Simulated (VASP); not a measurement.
Write the native input for VASP 6.6.1 that does the following.

| Quantity | Value |
| --- | --- |
| Task | single point |
| Functional | PBE |
| Potentials or basis | VASP PAW PBE potentials, release 64 (Ti_sv, S) |
| Cutoff | 500 eV |
| k mesh | 6 × 6 × 4 |
| Occupations | fermi-dirac, width 0.02 eV |
| Spin | collinear spin, zero start |
| Starting moments | [0.0, 0.0, 0.0] μB |
| Dipole correction | no |
| Further INCAR settings | ALGO = Normal; EDIFF = 1e-06; NBANDS = 23 |

The structure of TiS2 lies in POSCAR:

```
TiS2
1.0
    3.4106015318      0.0000000000      0.0000000000
   -1.7053007659      2.9536675687      0.0000000000
    0.0000000000      0.0000000000      5.7387202085
Ti S
1 2
Direct
    0.0000000000      0.0000000000      0.0000000000
    0.3333333333      0.6666666667      0.2449123212
    0.6666666667      0.3333333333      0.7550876788
```

One way to write it, as run:

INCAR

```
PREC = Accurate ; ENCUT = 500
EDIFF = 1E-6 ; ISMEAR = -1
SIGMA = 0.02 ; LREAL = False
LASPH = True ; NELM = 200
ALGO = Normal ; ISIF = 2
LWAVE = False ; LCHARG = False
ISPIN = 2 ; MAGMOM = 0 0 0
LORBIT = 11 ; LMAXMIX = 4
GGA = PE ; NBANDS = 23
GGA_COMPAT = False
```

KPOINTS

```
Automatic mesh
0
Gamma
  6 6 4
```

Potentials or basis: VASP PAW PBE potentials, release 64 (Ti_sv, S).

Run with:

```sh
$ cat potpaw_PBE.64/Ti_sv/POTCAR potpaw_PBE.64/S/POTCAR > POTCAR
$ mpirun -np 1 vasp_std > vasp.out
```

It gave:

| Property | Result |
| --- | --- |
| Pressure | 1.6 GPa |
| Largest force | 0.127 eV/Å |
| Band gap on the k mesh | zero (filled and empty bands overlap) |
| Net moment | 0.00 μB per cell |
| Valence electrons inside the program's atomic spheres | Ti 10.19; S 3.74 |

Caveat: this functional lacks dispersion, which binds the layers, so the pressure and a relaxed spacing across them are unreliable.

It took 71 s on 1 thread of AMD EPYC 7R43 64-Core Processor (Zen 3), with other jobs on the host, peak memory 0.18 GiB.
